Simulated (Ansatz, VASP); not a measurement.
# La: VASP beside Ansatz

```
CELL_PARAMETERS angstrom
-2.00846 2.00846 2.00846
2.00846 -2.00846 2.00846
2.00846 2.00846 -2.00846
ATOMIC_POSITIONS crystal
La 0.00000 0.00000 0.00000
```

Alike in both runs: task relaxation of cell and atoms; functional LDA; k mesh 14 × 14 × 14; occupations fermi-dirac, width 0.05 eV; no spin polarisation.

|  | VASP | Ansatz |
| --- | --- | --- |
| version | VASP 6.6.1 | Ansatz 0.2.0 |
| potentials or method | VASP PAW LDA potentials, release 64 (La) | PAW with Ansatz's default frozen-core files, scalar-relativistic |
| plane-wave cutoff (eV) | 600 | 420 |
| valence electrons in the cell | 11 | 11 |

```tsv
	VASP	Ansatz	Ansatz less VASP
relaxed volume (Å³/atom)	33.06	33.13	+0.065
relaxed cell length with the largest relative difference (Å)	3.502	3.504	+0.0023
```

LDA's correlation is that of Perdew and Zunger in VASP and of Perdew and Wang (1992) in Ansatz.

Neither program's run includes spin-orbit coupling.
